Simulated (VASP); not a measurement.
# Cu (I4/mmm) in VASP: a series of runs

Cu is run at these levels: PBEsol; tasks: single point.

Program: VASP 6.6.1. These are calculated values, not measurements. Logs are shortened: lines on timing, memory, paths and dates and some standing lists are left out, and cuts for length are marked.

## Step 1: The cell of the first run

It takes space group I4/mmm (No. 139, tetragonal). Conventional cell: a = 2.806 Å, b = 2.806 Å, c = 2.677 Å, α = 90.00°, β = 90.00°, γ = 90.00°. Within 3.2 Å of Cu (site symmetry 4/mmm) lie 14 Cu at 2.39 to 2.81 Å.

## Step 2: Single point, PBEsol

The input, INCAR:

```
  PREC = Accurate
  ENCUT = 520
  EDIFF = 1E-6
  ISMEAR = 0
  SIGMA = 0.1
  LREAL = F
  LASPH = T
  NELM = 100
  ALGO = Normal
  ISIF = 2
  LWAVE = F
  LCHARG = T
  GGA = PS
  LELF = T
  LVHAR = T
  NBANDS = 12
```

The input, KPOINTS:

```
Automatic mesh
0
Gamma
  14 14 14
```

The input, POSCAR:

```
Cu
1.0
   -1.4032446616      1.4032446616      1.3383614422
    1.4032446616     -1.4032446616      1.3383614422
    1.4032446616      1.4032446616     -1.3383614422
Cu
1
Direct
    0.0000000000      0.0000000000      0.0000000000
```

Potentials or basis: VASP PAW PBE potentials, release 64 (Cu).

On the command line:

```bash
> cat potpaw_PBE.64/Cu/POTCAR > POTCAR
> mpirun -np 1 vasp_std > vasp.out
```

OUTCAR:

```text
PREC = Accurate
   ENCUT = 520
   EDIFF = 1E-6
   ISMEAR = 0
   LREAL = F
   LASPH = T
   NELM = 100
   ISIF = 2
   GGA = PS

 ion  position               nearest neighbor table
   1  0.000  0.000  0.000-

  LATTYP: Found a body centered tetragonal cell.
 ALAT       =     2.8064893232
 C/A-ratio  =     0.9537620052

  Lattice vectors:

 A1 = (  -1.4032446616,   1.4032446616,   1.3383614422)
 A2 = (   1.4032446616,  -1.4032446616,   1.3383614422)
 A3 = (   1.4032446616,   1.4032446616,  -1.3383614422)

Analysis of symmetry for initial positions (statically):
=====================================================================
 Subroutine PRICEL returns:
 Original cell was already a primitive cell.

 Routine SETGRP: Setting up the symmetry group for a
 body centered tetragonal supercell.

 Subroutine GETGRP returns: Found 16 space group operations
 (whereof 16 operations were pure point group operations)
 out of a pool of 16 trial point group operations.

The static configuration has the point symmetry D_4h.

Analysis of symmetry for dynamics (positions and initial velocities):
=====================================================================
 Subroutine PRICEL returns:
 Original cell was already a primitive cell.

 Routine SETGRP: Setting up the symmetry group for a
 body centered tetragonal supercell.

 Subroutine GETGRP returns: Found 16 space group operations
 (whereof 16 operations were pure point group operations)
 out of a pool of 16 trial point group operations.

The dynamic configuration has the point symmetry D_4h.

 Subroutine INISYM returns: Found 16 space group operations
 (whereof 16 operations are pure point group operations),
 and found     1 'primitive' translations

----------------------------------------------------------------------------------------

                                     Primitive cell

  volume of cell :      10.5414

  direct lattice vectors                    reciprocal lattice vectors
    -1.403244662  1.403244662  1.338361442     0.000000000  0.356317051  0.373591157
     1.403244662 -1.403244662  1.338361442     0.356317051  0.000000000  0.373591157
     1.403244662  1.403244662 -1.338361442     0.356317051  0.356317051  0.000000000

  length of vectors
     2.393617035  2.393617035  2.393617035     0.516267560  0.516267560  0.503908406

  position of ions in fractional coordinates (direct lattice)
     0.000000000  0.000000000  0.000000000

  ion indices of the primitive-cell ions
   primitive index   ion index
                 1           1

----------------------------------------------------------------------------------------

 KPOINTS: Automatic mesh

Automatic generation of k-mesh.
 Grid dimensions read from file:
 generate k-points for:   14   14   14

 Generating k-lattice:

  Cartesian coordinates                     Fractional coordinates (reciprocal lattice)
     0.000000000  0.025451218  0.026685083     0.071428571  0.000000000 -0.000000000
     0.025451218  0.000000000  0.026685083     0.000000000  0.071428571 -0.000000000
     0.025451218  0.025451218  0.000000000     0.000000000  0.000000000  0.071428571

  Length of vectors
     0.036876254  0.036876254  0.035993458

  Shift w.r.t. Gamma in fractional coordinates (k-lattice)
     0.000000000  0.000000000  0.000000000

 Subroutine IBZKPT returns following result:
 ===========================================

 Found    244 irreducible k-points:

 Following reciprocal coordinates:
            Coordinates               Weight
  0.000000  0.000000  0.000000      1.000000
  0.071429  0.000000  0.000000      8.000000
  0.142857  0.000000 -0.000000      8.000000
  0.214286  0.000000  0.000000      8.000000
  0.285714  0.000000  0.000000      8.000000
  0.357143  0.000000 -0.000000      8.000000
[... 16 lines left out ...]
  0.214286  0.142857 -0.000000     16.000000
  0.285714  0.142857 -0.000000     16.000000
 [... further k-points ...]
   k-points           NKPTS =    244   k-points in BZ     NKDIM =    244   number of bands    NBANDS=     12
   number of dos      NEDOS =    301   number of ions     NIONS =      1
   total plane-waves  NPLWV =   5832
   dimension x,y,z NGX =    18 NGY =   18 NGZ =   18
   dimension x,y,z NGXF=    36 NGYF=   36 NGZF=   36
   ions per type =               1
   NGX,Y,Z   is equivalent  to a cutoff of  12.50, 12.50, 12.50 a.u.
   NGXF,Y,Z  is equivalent  to a cutoff of  25.00, 25.00, 25.00 a.u.
 SYSTEM =  unknown system
   PREC   = accura    normal or accurate (medium, high low for compatibility)
   ISTART =      0    job   : 0-new  1-cont  2-samecut
   ICHARG =      2    charge: 1-file 2-atom 10-const
   ISPIN  =      1    spin polarized calculation?
   LNONCOLLINEAR =      F non collinear calculations
   LSORBIT =      F    spin-orbit coupling
   LASPH  =      T    aspherical Exc in radial PAW
   ENCUT  =  520.0 eV  38.22 Ry    6.18 a.u.   4.45  4.45  4.45*2*pi/ulx,y,z
   NELM   =    100;   NELMIN=  2; NELMDL= -5     # of ELM steps
   EDIFF  = 0.1E-05   stopping-criterion for ELM
   LREAL  =      F    real-space projection
   EDIFFG = 0.1E-04   stopping-criterion for IOM
   NSW    =      0    number of steps for IOM
   IBRION =     -1    ionic relax: 0-MD 1-quasi-New 2-CG
   NFREE  =      0    steps in history (QN), initial steepest desc. (CG)
   ISIF   =      2    stress and relaxation
   ISYM   =      2    0-nonsym 1-usesym 2-fastsym
   POTIM  = 0.5000    time-step for ionic-motion
   TEBEG  =    0.0;   TEEND  =   0.0 temperature during run
   PSTRESS=    0.0 pullay stress
   NELECT =      11.0000    total number of electrons
   NUPDOWN=      -1.0000    fix difference up-down
   EMIN   =  10.00;   EMAX   =-10.00  energy-range for DOS
   EFERMI =   0.00;   METHOD = LEGACY
   ISMEAR =     0;   SIGMA  =   0.10  broadening in eV -4-tet -1-fermi 0-gaus
   EFERMI_NEDOS =   21; number of points for ismear=-14 and -15
   IALGO  =     38    algorithm
   IMIX   =      4    mixing-type and parameters
     AMIX     =   0.40;   BMIX     =  1.00
     AMIX_MAG =   1.60;   BMIX_MAG =  1.00
  volume/ion in A,a.u.               =      10.54        71.14
  Fermi-wavevector in a.u.,A,eV,Ry     =   1.660500  3.137891 37.514822  2.757262
  Thomas-Fermi vector in A             =   2.747726
   LORBIT       =      0    0 simple, 1 ext, 2 COOP (PROOUT), +10 PAW based schemes
   GGA     = PS    functional components
   LHFCALC =     F    Hartree Fock is set to
   AEXX    =    0.0000 exact exchange contribution
   IVDW    =     0    specifies the selected vdW correction
   LEPSILON=     F    determine dielectric tensor
   LRPA    =     F    only Hartree local field effects (RPA)
 non-spin polarized calculation
 Gauss-broadening in eV      SIGMA  =   0.10
  energy-cutoff  :      520.00
  volume of cell :       10.54
 maximum number of plane-waves:       301
 NGX is ok and might be reduce to    18
   NGX =  9   NGY =  9   NGZ =  9

 number of electron      11.0000003 magnetization

 Free energy of the ion-electron system (eV)
  ---------------------------------------------------
  ext. energy  EPLUGINS =         0.00000000
  ---------------------------------------------------
  free energy    TOTEN  =        -4.22545579 eV

  energy without entropy =       -4.22279772  energy(sigma->0) =       -4.22412676

 E-fermi :   8.9276     XC(G=0): -13.5878

 val. band max:        8.9232315166   @ k =   0.5000   0.3571   0.0000
 cond. band min:       8.9446178175   @ k =   0.5000   0.2143   0.1429
 fundamental gap:      0.0213863009
 Fermi energy:         8.9275571377

 k-point     1 :       0.0000    0.0000    0.0000
  band No.  band energies     occupation
      1      -1.3954      2.00000
      2       5.2525      2.00000
      3       5.4738      2.00000
      4       5.4738      2.00000
      5       6.4662      2.00000
      6       6.7076      2.00000
      7      34.5651      0.00000
      8      34.5651      0.00000
      9      35.8449      0.00000
     10      39.1434      0.00000
     11      39.7669      0.00000
     12      39.7683      0.00000

 k-point     2 :       0.0714    0.0000    0.0000
  band No.  band energies     occupation
      1      -1.1784      2.00000
      2       5.2598      2.00000
      3       5.4667      2.00000
      4       5.5092      2.00000
      5       6.4662      2.00000
      6       6.6740      2.00000
      7      33.2841      0.00000
      8      34.1264      0.00000
      9      34.5796      0.00000
     10      37.3560      0.00000
     11      37.9603      0.00000
     12      38.4679      0.00000

 k-point     3 :       0.1429    0.0000   -0.0000
  band No.  band energies     occupation
      1      -0.5419      2.00000
      2       5.1714      2.00000
      3       5.4294      2.00000
      4       5.7251      2.00000
      5       6.4630      2.00000
      6       6.6172      2.00000
      7      29.7491      0.00000
      8      32.6741      0.00000
      9      33.2112      0.00000
     10      34.8801      0.00000
     11      36.6299      0.00000
     12      38.6508      0.00000
[... 286 lines left out ...]
 k-point    23 :       0.2143    0.1429   -0.0000
  band No.  band energies     occupation
      1       2.2098      2.00000
      2       4.8400      2.00000
      3       5.0376      2.00000
      4       6.3825      2.00000
      5       6.8046      2.00000
      6       7.0550      2.00000
      7      22.1605      0.00000
      8      24.6125      0.00000
      9      28.8685      0.00000
     10      34.4070      0.00000
     11      37.8862      0.00000
     12      40.0785      0.00000

 k-point    24 :       0.2857    0.1429   -0.0000
  band No.  band energies     occupation
      1       3.1205      2.00000
      2       4.6597      2.00000
      3       5.2796      2.00000
      4       6.4422      2.00000
      5       6.9046      2.00000
      6       7.8952      2.00000
      7      18.6407      0.00000
      8      23.4032      0.00000
      9      27.8020      0.00000
     10      33.9684      0.00000
     11      38.5831      0.00000
     12      40.3411      0.00000

 [... further k-points ...]
[... 5 lines left out ...]
  --------------------------------------------------------------------------------------
  -------------------------------------------------------------------------------------
  Total        1.0333161      1.0333161      1.0118169      0.0000000     -0.0000000      0.0000000
  in kB      157.0520417    157.0520417    153.7844145      0.0000000     -0.0000000      0.0000000
  external PRESSURE =     155.9628326 kB  Pullay stress =       0.0000000 kB

 VOLUME and BASIS-vectors are now :
 -----------------------------------------------------------------------------
  energy-cutoff  :      520.00
  volume of cell :       10.54
      direct lattice vectors                 reciprocal lattice vectors
    -1.403244662  1.403244662  1.338361442     0.000000000  0.356317051  0.373591157
     1.403244662 -1.403244662  1.338361442     0.356317051  0.000000000  0.373591157
     1.403244662  1.403244662 -1.338361442     0.356317051  0.356317051  0.000000000

 POSITION                                       TOTAL-FORCE (eV/Angst)
 -----------------------------------------------------------------------------------
      0.00000      0.00000      0.00000        -0.000000      0.000000      0.000000
 -----------------------------------------------------------------------------------
    total drift:                                0.000000     -0.000000      0.000000

  FREE ENERGIE OF THE ION-ELECTRON SYSTEM (eV)
  ---------------------------------------------------
  free  energy   TOTEN  =        -4.2254557894 eV

  energy  without entropy=       -4.2227977221  energy(sigma->0) =       -4.22412676
```

Wall time 69 s (1 thread of AMD EPYC 7R13, shared host); peak memory 0.11 GiB.

Results:

```yaml
Free_energy: -4.2255 eV
Pressure: 15.6 GPa
```

Levels at points of the mesh, in eV from the Fermi level:
| k point | band 3 | band 4 | band 5 | band 6 | band 7 | band 8 | band 9 | band 10 |
| --- | --- | --- | --- | --- | --- | --- | --- | --- |
| (0.00, 0.00, 0.00) | -3.45 | -3.45 | -2.46 | -2.22 | 25.64 | 25.64 | 26.92 | 30.22 |
| (0.50, 0.00, 0.00) | -2.35 | -2.10 | -1.45 | -0.82 | 5.14 | 17.98 | 18.45 | 22.35 |
| (0.50, 0.50, 0.00) | -2.54 | -2.25 | -1.48 | -1.22 | 4.59 | 19.25 | 19.98 | 23.56 |
| (0.50, 0.50, 0.50) | -1.68 | -1.68 | -1.62 | 8.01 | 8.01 | 9.96 | 13.95 | 14.71 |

Caveat: the PAW data sets were made with another functional, which shifts forces and pressure a little.

## Step 3: Single point, PBEsol

This run uses another cell than the first one, of 11.00 Å³/atom, 1.043 times its volume.

The input, INCAR:

```
  PREC = Accurate
  ENCUT = 520
  EDIFF = 1E-7
  ISMEAR = 0
  SIGMA = 0.1
  LREAL = F
  LASPH = T
  NELM = 60
  ALGO = Normal
  ISIF = 2
  LWAVE = F
  LCHARG = F
  GGA = PS
  NBANDS = 12
```

The input, KPOINTS:

```
regular mesh
0
Gamma
  14 14 14
```

The input, POSCAR:

```
Cu
1.0
   -1.4232937226      1.4232937226      1.3574834749
    1.4232937226     -1.4232937226      1.3574834749
    1.4232937226      1.4232937226     -1.3574834749
Cu
1
Direct
    0.0000000000      0.0000000000      0.0000000000
```

Potentials or basis: VASP PAW PBE potentials, release 64 (Cu).

On the command line:

```bash
> cat potpaw_PBE.64/Cu/POTCAR > POTCAR
> mpirun -np 1 vasp_std > vasp.out
```

It took 66 s on 1 thread of AMD EPYC 7R13, shared host; peak memory 0.11 GiB.

Results (log left out):

* Free energy: -4.2568 eV
* Pressure: 6.5 GPa

Stress tensor (GPa, compression positive):
```
6.65 0.00 0.00
0.00 6.65 0.00
0.00 0.00 6.16
```

Levels at points of the mesh, in eV from the Fermi level:
| k point | band 2 | band 3 | band 4 | band 5 | band 6 | band 7 | band 8 | band 9 | band 10 | band 11 |
| --- | --- | --- | --- | --- | --- | --- | --- | --- | --- | --- |
| (0.00, 0.00, 0.00) | -3.50 | -3.29 | -3.29 | -2.36 | -2.13 | 25.24 | 25.24 | 26.50 | 29.55 | 29.82 |
| (0.50, 0.00, 0.00) | -4.24 | -2.26 | -2.02 | -1.42 | -0.69 | 4.90 | 17.64 | 17.92 | 21.82 | 25.12 |
| (0.50, 0.50, 0.00) | -3.99 | -2.43 | -2.17 | -1.44 | -1.08 | 4.36 | 18.91 | 19.39 | 23.01 | 26.22 |
| (0.50, 0.50, 0.50) | -5.06 | -1.63 | -1.63 | -1.57 | 7.84 | 7.84 | 9.74 | 13.63 | 14.33 | 17.48 |

Caveat: the PAW data sets were made with another functional, which shifts forces and pressure a little.

## Step 4: Single point, PBEsol

This run uses another cell than the first one, of 11.46 Å³/atom, 1.087 times its volume.

The input, INCAR:

```
SYSTEM = Cu
ALGO = Normal ; EDIFF = 1E-6
ENCUT = 520 ; GGA = PS
ISIF = 2 ; ISMEAR = 0
LASPH = .TRUE. ; LCHARG = .TRUE.
LELF = .TRUE. ; LREAL = .FALSE.
LVHAR = .TRUE. ; LWAVE = .FALSE.
NBANDS = 12 ; NELM = 80
PREC = Accurate ; SIGMA = 0.1
```

The input, KPOINTS:

```
k-points
0
G
  14 14 14
  0 0 0
```

The input, POSCAR:

```
Cu
1.0
   -1.4427933200      1.4427933200      1.3760814500
    1.4427933200     -1.4427933200      1.3760814500
    1.4427933200      1.4427933200     -1.3760814500
Cu
1
Direct
    0.0000000000      0.0000000000      0.0000000000
```

On the command line:

```bash
> cat potpaw_PBE.64/Cu/POTCAR > POTCAR
> mpirun -np 1 vasp_std > vasp.out
```

Wall time 72 s (1 thread of AMD EPYC 7R13, shared host); peak memory 0.11 GiB.

The run converged. Its results:

* Free energy: -4.2649 eV
* Pressure: -0.7 GPa

Stress tensor (GPa, compression positive):
```
-0.51  0.00  0.00
 0.00 -0.51  0.00
 0.00  0.00 -1.10
```

Levels at points of the mesh, in eV from the Fermi level:
```
           k point  band 2  band 3  band 4  band 5  band 6  band 7  band 8  band 9  band 10  band 11
(0.00, 0.00, 0.00)   -3.34   -3.14   -3.14   -2.26   -2.05   24.85   24.85   26.10    28.88    28.88
(0.50, 0.00, 0.00)   -4.04   -2.17   -1.95   -1.38   -0.58    4.67   17.32   17.42    21.32    24.41
(0.50, 0.50, 0.00)   -3.80   -2.34   -2.08   -1.41   -0.94    4.15   18.57   18.84    22.49    25.50
(0.50, 0.50, 0.50)   -4.79   -1.58   -1.58   -1.53    7.69    7.69    9.53   13.34    13.97    16.76
```

Caveat: the PAW data sets were made with another functional, which shifts forces and pressure a little.

## Step 5: The runs side by side

| cell | gap on the mesh (eV) | pressure (GPa) |
| --- | --- | --- |
| a = 2.394 Å, angles 108.2, 108.2, 112.0°, 1 atom | none | 15.6 |
| a = 2.428 Å, angles 108.2, 108.2, 112.0°, 1 atom | none | 6.5 |
| a = 2.461 Å, angles 108.2, 108.2, 112.0°, 1 atom | none | -0.7 |

Alike in all rows: task single point; level PBEsol; potentials or basis VASP PAW PBE potentials, release 64 (Cu); no spin polarisation; k mesh 14 × 14 × 14; cutoff (eV) 520; smearing gaussian 0.1 eV.

Caveats: the PAW data sets were made with another functional, which shifts forces and pressure a little.

Absolute energies hang on the potentials; compare differences alone.
